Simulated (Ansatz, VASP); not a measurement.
Al2GaAs3 in VASP and in Ansatz

File INCAR:

```
SYSTEM = Al2GaAs3
PREC = Accurate ; ENCUT = 500
EDIFF = 1E-6 ; ISMEAR = -1
SIGMA = 0.02 ; LREAL = .FALSE.
LASPH = .TRUE. ; NELM = 200
ALGO = Normal ; ISIF = 2
LWAVE = .FALSE. ; LCHARG = .TRUE.
MAGMOM = 0 0 0 0 0 0 0 0 0 0 0 0 0 0 0 0 0 0 ; LORBIT = 11
LSORBIT = .TRUE. ; GGA_COMPAT = .FALSE.
LORBMOM = .TRUE. ; GGA = PE
LVHAR = .TRUE. ; NBANDS = 50
KPAR = 4
```

KPOINTS

```
Automatic mesh
0
G
  12 12 4
  0 0 0
```

The input POSCAR:

```
Al2GaAs3
1.0
    4.0144160066      0.0000000000      0.0000000000
   -2.0072080033      3.4765862431      0.0000000000
    0.0000000000      0.0000000000      9.8195723058
Al Ga As
2 1 3
Direct
    0.0000000000      0.0000000000     -0.0001912993
    0.6666666667      0.3333333333      0.6661112577
    0.3333333333      0.6666666667      0.3337193875
    0.6666666667      0.3333333333      0.9167200139
    0.3333333333      0.6666666667      0.5837413677
    0.0000000000      0.0000000000      0.2498992724
```

Input for Ansatz:

```yaml
crystal:
  lattice:
    - [4.0144160066, 0.0, 0.0]
    - [-2.0072080033, 3.4765862431, 0.0]
    - [0.0, 0.0, 9.8195723058]
  atoms:
    - { symbol: Al, position: [0.0, 0.0, -0.0001912993] }
    - { symbol: Al, position: [0.6666666667, 0.3333333333, 0.6661112577] }
    - { symbol: Ga, position: [0.3333333333, 0.6666666667, 0.3337193875] }
    - { symbol: As, position: [0.6666666667, 0.3333333333, 0.9167200139] }
    - { symbol: As, position: [0.3333333333, 0.6666666667, 0.5837413677] }
    - { symbol: As, position: [0.0, 0.0, 0.2498992724] }
kpoints:
  mp_grid: { grid: [12, 12, 4] }
  band_path:
    path:
      - [0.0, 0.0, 0.0]
      - [0.5, 0.0, 0.0]
      - [0.3333333333, 0.3333333333, 0.0]
      - [0.0, 0.0, 0.5]
      - [0.5, 0.0, 0.5]
      - [0.3333333333, 0.3333333333, 0.5]
    npoints: 1
hamiltonian:
  xc: pbe
scf:
  occupations: { method: fermi_dirac, width: 0.02 }
  n_extra_bands: 10
magnetization:
  noncollinear: true
  spin_orbit: true
output:
  forces: true
  stress: true
  eigenvalues: true
```

Alike in both runs: task single point; functional PBE; k mesh 12 × 12 × 4; occupations fermi-dirac, width 0.02 eV; non-collinear spin, spin-orbit coupling.

|  | VASP | Ansatz |
| --- | --- | --- |
| version | VASP 6.6.1 | Ansatz 0.2.0 |
| potentials or method | VASP PAW PBE potentials, release 64 (Al, Ga_d, As) | plane waves, PAW |
| plane-wave cutoff (eV) | 500 | 420 |
| valence electrons in the cell | 34 | 64 |

|  | VASP | Ansatz | Ansatz less VASP |
| --- | --- | --- | --- |
| pressure (GPa) | 2.4 | 2.2 | -0.19 |
| traceless stress, the component that is largest in VASP (GPa) | 0.09 | 0.09 | +0.001 |
| rms of the force components (eV/Å) | 0.018 | 0.017 | -0.0010 |

Atom by atom the forces differ by 0.001 eV/Å (rms over components). VASP's potentials hold 34 valence electrons a cell and Ansatz's 64, so a difference there can come from the potentials and not from the codes.
